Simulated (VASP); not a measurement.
Runs of VASP 6.6.1 on SnTe. The structure is that of space group I4/mmm (No. 139), or close to it. The cells are those of the table. 

```tsv
cell	gap on the mesh (eV)	pressure (GPa)
a = 4.523, b = 4.523, c = 4.687 Å, angles 58.8, 58.8, 62.4°, 2 atoms	0.10	(b)
a = 4.523, b = 4.523, c = 4.352 Å, angles 61.2, 61.2, 57.5°, 2 atoms	0.09	2.8
a = 4.577, b = 4.577, c = 4.687 Å, angles 59.2, 59.2, 61.6°, 2 atoms	0.09	-1.6
a = 4.470, b = 4.470, c = 4.687 Å, angles 58.4, 58.4, 63.2°, 2 atoms	0.26	1.2
a = 4.411, b = 4.411, c = 4.576 Å, angles 58.8, 58.8, 62.5°, 2 atoms	0.27	2.9
a = 4.465, b = 4.465, c = 4.576 Å, angles 59.2, 59.2, 61.6°, 2 atoms	(a)	1.2
```

Alike in all rows: task single point; level PBE; potentials or basis VASP PAW PBE potentials, release 64 (Sn_d, Te); no spin polarisation; k mesh 10 × 10 × 10; cutoff (eV) 520; smearing gaussian 0.03 eV.

Question: Estimate the missing entries.

Answer: (a) 0.13; (b) -0.4.

Caveats: spin-orbit coupling is left out, which moves the levels of the heavy elements.

A k mesh can miss the band edges, and the runs leave out spin-orbit coupling on Sn, Te.
